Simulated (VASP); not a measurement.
**Gd6N: single point with PBE**

Gd6N:

```xyz
7
Lattice="3.1488 1.8179 5.8712 -3.1488 1.8179 5.8712 0.0000 -3.6359 5.8712" Properties=species:S:1:pos:R:3 pbc="T T T"
Gd    1.0060   -1.9090    7.2662
Gd   -2.1562    0.0833    7.2662
Gd    1.1502    1.8257    7.2662
Gd   -1.0060    1.9090   10.3472
Gd    2.1562   -0.0833   10.3472
Gd   -1.1502   -1.8257   10.3472
N     0.0000    0.0000    0.0000
```

This cell differs from its parent crystal: with an interstitial atom.

| Quantity | Value |
| --- | --- |
| Program | VASP 6.6.1 |
| Task | single point |
| Functional | PBE |
| Potentials or basis | VASP PAW PBE potentials, release 64 (Gd, N) |
| Cutoff | 520 eV |
| k mesh | 3 × 3 × 3 |
| Occupations | gaussian, width 0.2 eV |
| Spin | collinear spin, ferromagnetic start |
| Starting moments | [7.0, 7.0, 7.0, 7.0, 7.0, 7.0, 0.0] μB |

The pressure is 4.2 GPa. The largest force is 0.360 eV/Å. The net moment is 27.00 μB per cell, the site moments are Gd +5.93; N -0.26 μB and the valence electrons inside the program's atomic spheres are Gd 15.32; N 3.63.

Forces in eV/Å, atoms in the order of the input:
```
Gd   0.068  0.165  0.313
Gd   0.109 -0.141  0.313
Gd  -0.176 -0.024  0.313
Gd  -0.068 -0.165 -0.313
Gd  -0.109  0.141 -0.313
Gd   0.176  0.024 -0.313
N    0.000  0.000  0.000
```

Stress tensor (GPa, compression positive):
```
3.82 0.00 0.00
0.00 3.82 0.00
0.00 0.00 4.88
```

Levels at points of the mesh, in eV from the Fermi level:
Spin up:
```csv
k point,band 66,band 67,band 68,band 69,band 70
"(0.00, 0.00, 0.00)",-4.19,-4.19,-3.98,-3.94,-3.79
```
Spin down:
```tsv
k point	band 41	band 42	band 43	band 44	band 45	band 46
(0.00, 0.00, 0.00)	-0.38	-0.38	0.02	0.20	0.31	0.35
```

Wall time 27 min on 1 thread of Intel(R) Xeon(R) Platinum 8488C (Sapphire Rapids), on a shared host, peak memory 0.61 GiB.

Caveat: the k points lie up to 0.40 Å⁻¹ apart; the cell differs from its parent crystal (with an interstitial atom); the highest band is partly filled, so the run has too few bands; spin-orbit coupling is left out, which moves the levels of the heavy elements; semilocal functionals describe open f shells poorly, which spoils levels, moments and volumes. The state reached can hang on the start; a lower one may exist.
